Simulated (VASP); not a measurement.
A run of VASP 6.6.1:

The input INCAR:

```
PREC = Accurate
ENCUT = 520
EDIFF = 1E-7
ISMEAR = -1
SIGMA = 0.02
LREAL = Auto
LASPH = True
NELM = 60
ALGO = Normal
ISIF = 2
LWAVE = False
LCHARG = False
GGA = PE
NELECT = 74.0
NBANDS = 52
```

File KPOINTS:

```
Automatic mesh
0
Gamma
  2 2 2
```

The input POSCAR:

```
CuSi16
1.0
    0.0000000000      5.4300000000      5.4300000000
    5.4300000000      0.0000000000      5.4300000000
    5.4300000000      5.4300000000      0.0000000000
Si Cu
16 1
Direct
   -0.0004306630      0.0079698895     -0.0011949355
    0.1117432781      0.1443576427      0.1208968692
   -0.0211225599      0.0112975138      0.5047028545
    0.1147149171      0.1232392265      0.6275642726
    0.0136883057      0.5154369245      0.0070571823
    0.1336762431      0.6345222836      0.1400300184
   -0.0052220994      0.4967121547      0.5123174954
    0.1178302026      0.6189254144      0.6383928177
    0.5036233886      0.0056088398     -0.0136526703
    0.6264421731      0.1276865562      0.1127657459
    0.4877965930     -0.0103897790      0.4852779926
    0.6084194291      0.1085015654      0.6177814917
    0.5068825967      0.5012028545     -0.0013599448
    0.6430163904      0.6131152855      0.1212454880
    0.5098978821      0.4794420810      0.5052273481
    0.6216637201      0.6161338858      0.6273709024
    0.3114949355      0.8121883057      0.3130291897
```

Potentials or basis: VASP PAW PBE potentials, release 64 (Si, Cu).

Run with:

```bash
$ cat potpaw_PBE.64/Si/POTCAR potpaw_PBE.64/Cu/POTCAR > POTCAR
$ mpirun -np 1 vasp_std > vasp.out
```

Hardware: 1 thread of Intel(R) Xeon(R) Platinum 8259CL CPU @ 2.50GHz (Skylake/Cascade Lake), on a shared host.

Problem. How long does it take, and how much memory?

Solution. It took 6.9 min on 1 thread of Intel(R) Xeon(R) Platinum 8259CL CPU @ 2.50GHz (Skylake/Cascade Lake) (shared host), peak memory 0.5 GiB. Counts: scf iterations 22, k points 8.
